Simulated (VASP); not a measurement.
Crystal: BeTe.

```xyz
2
Lattice="0.0000 2.8286 2.8286 2.8286 0.0000 2.8286 2.8286 2.8286 0.0000" Properties=species:S:1:pos:R:3 pbc="T T T"
Be    0.0000    0.0000    0.0000
Te    1.4143    1.4143    1.4143
```

Base run:

| Quantity | Value |
| --- | --- |
| Program | VASP 6.6.1 |
| Functional | r2SCAN |
| Potentials or basis | VASP PAW PBE potentials, release 64 (Be, Te) |
| Cutoff | 520 eV |
| k mesh | 6 × 6 × 6 |
| Occupations | gaussian, width 0.01 eV |
| Spin | no spin polarisation |

Its results: band gap on the k mesh 2.37 eV (least direct gap 4.03 eV); pressure 0.2 GPa.

**Question.** The run is repeated on the same cell with these changes: functional from r2SCAN to PBE; further incar settings from ALGO = Normal; EDIFF = 1e-07; NBANDS = 11 to ALGO = Normal; EDIFF = 1e-06; NBANDS = 11. What comes out?

**Answer.** Band gap on the k mesh 2.01 eV (least direct gap 3.62 eV); pressure 0.4 GPa.

Caveats: spin-orbit coupling is left out, which moves the levels of the heavy elements; the PAW data sets were made with another functional, which shifts forces and pressure a little (at least some runs).

A k mesh can miss the band edges.
